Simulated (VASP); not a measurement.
TiSi2:

```
Ti Si
1.0
     0.00000    4.03346    4.17588
     2.34073    0.00000    4.17588
     2.34073    4.03346    0.00000
Ti Si
2 4
Direct
  0.75000 0.75000 0.75000
  0.50000 0.50000 0.50000
  0.41257 0.08743 0.41257
  0.08743 0.41257 0.08743
  0.16257 0.83743 0.16257
  0.83743 0.16257 0.83743
```

This cell differs from its parent crystal: volume scaled by 0.94.

Base run:

| Property | Result |
| --- | --- |
| Program | VASP 6.6.1 |
| Functional | PBEsol |
| Potentials or basis | VASP PAW PBE potentials, release 64 (Ti_sv, Si) |
| Cutoff | 520 eV |
| k mesh | 7 × 7 × 7 |
| Occupations | fermi-dirac, width 0.05 eV |
| Spin | no spin polarisation |

Its results: band gap on the k mesh zero (band 20 reaches 11.59 eV, above the bottom of band 21 at 9.68 eV); pressure 8.5 GPa; largest force 0.092 eV/Å.

Problem. The run is repeated on the same cell with these changes: functional from PBEsol to PBE; further incar settings from ALGO = Normal; EDIFF = 1e-06; NBANDS = 29 to ALGO = Normal; EDIFF = 1e-07; NBANDS = 29. What comes out?

Solution. Band gap on the k mesh zero (band 20 reaches 11.69 eV, above the bottom of band 21 at 9.78 eV); pressure 12.7 GPa; largest force 0.060 eV/Å.

Caveats: the PAW data sets were made with another functional, which shifts forces and pressure a little (some runs).
